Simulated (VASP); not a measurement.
MgO: single point with PBEsol+D3(BJ)

Crystal: MgO.

```xyz
2
Lattice="0.0000 2.1022 2.1022 2.1022 0.0000 2.1022 2.1022 2.1022 0.0000" Properties=species:S:1:pos:R:3 pbc="T T T"
Mg    0.0000    0.0000    0.0000
O     2.1022    2.1022    2.1022
```

- Program: VASP 6.6.1
- Task: single point
- Functional: PBEsol
- Dispersion: D3(BJ)
- Potentials or basis: VASP PAW PBE potentials, release 64 (Mg, O)
- Cutoff: 600 eV
- k mesh: 8 × 8 × 8
- Occupations: gaussian, width 0.01 eV
- Spin: no spin polarisation
- Dipole correction: no
- Further INCAR settings: ALGO = Normal; EDIFF = 1e-06; NBANDS = 11

The pressure is -4.0 GPa. The band gap on the k mesh is 4.69 eV. The dispersion energy per atom is -0.251 eV.

Levels at points of the mesh, in eV from the valence-band top:
```csv
k point,band 1,band 2,band 3,band 4,band 5,band 6,band 7,band 8,band 9
"(0.00, 0.00, 0.00)",-17.23,0.00,0.00,0.00,4.69,15.66,15.66,15.66,19.52
"(0.50, 0.00, 0.00)",-15.91,-4.70,-0.67,-0.67,7.78,12.57,16.24,16.24,20.85
"(0.50, 0.50, 0.00)",-15.64,-4.17,-1.37,-1.37,8.93,9.94,13.03,18.93,18.93
```

Run time: 18 s on 1 thread of AMD EPYC 7R43 64-Core Processor (Zen 3), on a shared host, peak memory 0.12 GiB.

Caveat: the cell stands under tension; the PAW data sets were made with another functional, which shifts forces and pressure a little. As with any semilocal functional, this PBEsol gap is likely too small.
